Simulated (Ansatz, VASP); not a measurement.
One calculation of Al3Cu2, two programs

```
CELL_PARAMETERS angstrom
4.09859 0.00000 0.00000
-2.04929 3.54948 0.00000
0.00000 0.00000 4.98210
ATOMIC_POSITIONS crystal
Al 0.00000 0.00000 0.00000
Al 0.33333 0.66667 0.35151
Al 0.66667 0.33333 0.64849
Cu 0.33333 0.66667 0.84229
Cu 0.66667 0.33333 0.15771
```

Alike in both runs: task single point; functional PBEsol; k mesh 18 × 18 × 12; occupations gaussian, width 0.15 eV; no spin polarisation.

|  | VASP | Ansatz |
| --- | --- | --- |
| version | VASP 6.6.1 | Ansatz 0.2.0 |
| potentials or method | VASP PAW PBE potentials, release 64 (Al, Cu), cutoff 520 eV | scalar-relativistic, plane waves, PAW |
| valence electrons in the cell | 31 | 47 |

```tsv
	VASP	Ansatz	Ansatz less VASP
gap on the k mesh at the Fermi level (eV)	none	none	-
pressure (GPa)	0.6	0.0	-0.60
traceless stress, the component that is largest in VASP (GPa)	0.21	0.18	-0.024
```

VASP's potentials were made for PBE, not for PBEsol. A gap of «none» marks a metal or a gap that the smearing closes. VASP's potentials hold 31 valence electrons a cell and Ansatz's 47, so a difference there can come from the potentials and not from the codes.
